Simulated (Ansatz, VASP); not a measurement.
# SiC: VASP beside Ansatz

```xyz
2
Lattice="3.0913 0.0000 0.0000 -1.5456 2.6771 0.0000 0.0000 0.0000 23.8000" Properties=species:S:1:pos:R:3 pbc="T T T"
Si    0.0000    1.7847    7.0000
C     1.5456    0.8924    7.0000
```

Alike in both runs: functional PBE; dispersion D3(BJ); k mesh 12 × 12 × 1; occupations gaussian, width 0.03 eV; no spin polarisation.

Ansatz relaxed the structure, and its values are those at the end. VASP's run is a single point on that final structure, the one shown.

|  | VASP | Ansatz |
| --- | --- | --- |
| version | VASP 6.6.1 | Ansatz 0.2.0 |
| potentials or method | VASP PAW PBE potentials, release 64 (Si, C), cutoff 520 eV | scalar-relativistic, plane waves, PAW |
| valence electrons in the cell | 8 | 8 |

|  | VASP | Ansatz | Ansatz less VASP |
| --- | --- | --- | --- |
| gap on the k mesh at the Fermi level (eV) | 2.55 | 2.55 | +0.008 |
| least direct gap on the mesh (eV) | 2.57 | 2.57 | +0.008 |

Ansatz's warnings: slab cell height set, structure snapped to symmetry, xc potential rough in thin density.
